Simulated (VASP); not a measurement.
Pd, 1 atom in the cell. It takes space group Im-3m (No. 229, cubic). Conventional cell: a = 3.084 Å, b = 3.084 Å, c = 3.084 Å, α = 90.00°, β = 90.00°, γ = 90.00°. Pd (site symmetry m-3m) has 14 Pd at 2.67 to 3.08 Å within 3.5 Å. This isn't the form of Pd at room conditions, which is fcc.

```yaml
Program: VASP 6.6.1
Task: relaxation of cell and atoms
Functional: PBEsol
Potentials_or_basis: VASP PAW PBE potentials, release 64 (Pd)
Cutoff: 500 eV
k_mesh: 12 × 12 × 12
Occupations: fermi-dirac, width 0.05 eV
Spin: no spin polarisation
Dipole_correction: no
Further_INCAR_settings: ALGO = Normal; EDIFF = 1e-07; IBRION = 2; EDIFFG = -0.02; NSW = 60; ISIF = 3
```

Potentials or basis: VASP PAW PBE potentials, release 64 (Pd).

Command:

```bash
$ cat potpaw_PBE.64/Pd/POTCAR > POTCAR
$ mpirun -np 1 vasp_std > vasp.out
```

Hardware: 1 thread of AMD EPYC 7R13, with other jobs on the host.

Problem. Estimate the wall time of this run.

Solution. Wall time 34 s on 1 thread of AMD EPYC 7R13, on a shared host, peak memory 0.1 GiB. Counts: scf iterations 22, k points 72, ion steps 3.
